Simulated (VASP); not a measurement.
A run of VASP 6.6.1:

Contents of POSCAR:

```
Fe
1.0
   -1.4390000000      1.4390000000      1.4390000000
    1.4390000000     -1.4390000000      1.4390000000
    1.4390000000      1.4390000000     -1.4390000000
Fe
1
Direct
    0.0000000000      0.0000000000      0.0000000000
```

The input INCAR.step1:

```
SYSTEM = Fe
PREC     = Accurate       ! precision mode
ENCUT    = 520            ! plane-wave cutoff, eV
EDIFF    = 1E-7           ! SCF threshold, eV
ISMEAR   = -1             ! smearing method
SIGMA    = 0.05           ! smearing width, eV
LREAL    = .False.        ! projectors in reciprocal space
LASPH    = .True.         ! aspherical terms in the spheres
NELM     = 100            ! most SCF steps
ALGO     = Normal         ! electronic algorithm
ISIF     = 2              ! what is computed and relaxed
LWAVE    = .False.        ! write WAVECAR
LCHARG   = .True.         ! write CHGCAR
LMAXMIX  = 4              ! l up to which the mixer works
GGA      = PE             ! functional
NBANDS   = 10             ! bands
```

File KPOINTS.step1:

```
regular mesh
0
Gamma
  20 20 20
  0 0 0
```

File INCAR.step2:

```
SYSTEM = Fe
PREC     = Accurate       ! precision mode
ENCUT    = 520            ! plane-wave cutoff, eV
EDIFF    = 1E-7           ! SCF threshold, eV
ISMEAR   = -5             ! smearing method
SIGMA    = 0.05           ! smearing width, eV
LREAL    = .False.        ! projectors in reciprocal space
LASPH    = .True.         ! aspherical terms in the spheres
NELM     = 100            ! most SCF steps
ALGO     = Normal         ! electronic algorithm
ISIF     = 2              ! what is computed and relaxed
LWAVE    = .False.        ! write WAVECAR
LCHARG   = .False.        ! write CHGCAR
LMAXMIX  = 4              ! l up to which the mixer works
GGA      = PE             ! functional
LORBIT   = 10             ! projections on sites
NBANDS   = 10             ! bands
NEDOS    = 1001           ! points of the DOS
ICHARG   = 11             ! starting density
```

Contents of KPOINTS.step2:

```
regular mesh
0
Gamma
  30 30 30
  0 0 0
```

Potentials or basis: VASP PAW PBE potentials, release 64 (Fe).

Command:

```console
$ cat potpaw_PBE.64/Fe/POTCAR > POTCAR
$ cp INCAR.step1 INCAR
$ cp KPOINTS.step1 KPOINTS
$ mpirun -np 1 vasp_std > vasp.out
$ cp INCAR.step2 INCAR
$ cp KPOINTS.step2 KPOINTS
$ mpirun -np 1 vasp_std > vasp.out
```

Hardware: 1 thread of Intel(R) Xeon(R) 6975P-C (Granite Rapids), with other jobs on the host.

Estimate the wall time of this run.

Wall time 42 s on 1 thread of Intel(R) Xeon(R) 6975P-C (Granite Rapids), with other jobs on the host, peak memory 0.26 GiB. Counts: k points 752.
